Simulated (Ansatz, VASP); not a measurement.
Two plane-wave programs on Tl

```
CELL_PARAMETERS angstrom
3.35543 0.00000 0.00000
-1.67772 2.90589 0.00000
0.00000 0.00000 5.36944
ATOMIC_POSITIONS crystal
Tl 0.33333 0.66667 0.25000
Tl 0.66667 0.33333 0.75000
```

Alike in both runs: task single point; functional LDA; k mesh 17 × 17 × 10; occupations fermi-dirac, width 0.1 eV; no spin polarisation.

|  | VASP | Ansatz |
| --- | --- | --- |
| version | VASP 6.6.1 | Ansatz 0.2.0 |
| potentials or method | VASP PAW LDA potentials, release 64 (Tl_d), cutoff 520 eV | plane waves (420 eV) with PAW, scalar-relativistic |
| valence electrons in the cell | 26 | 26 |

Ansatz gave:

| Item | Value |
| --- | --- |
| pressure (GPa) | 2.0 |
| traceless stress, the component that is largest in VASP (GPa) | -0.06 |

**Question.** Which values does VASP return?

**Answer.** Pressure (GPa): 2.1; traceless stress, the component that is largest in VASP (GPa): -0.03.

Ansatz warns that its potentials were made for another functional, while VASP's fit it. LDA's correlation is that of Perdew and Zunger in VASP and of Perdew and Wang (1992) in Ansatz.

Spin-orbit coupling is off throughout.
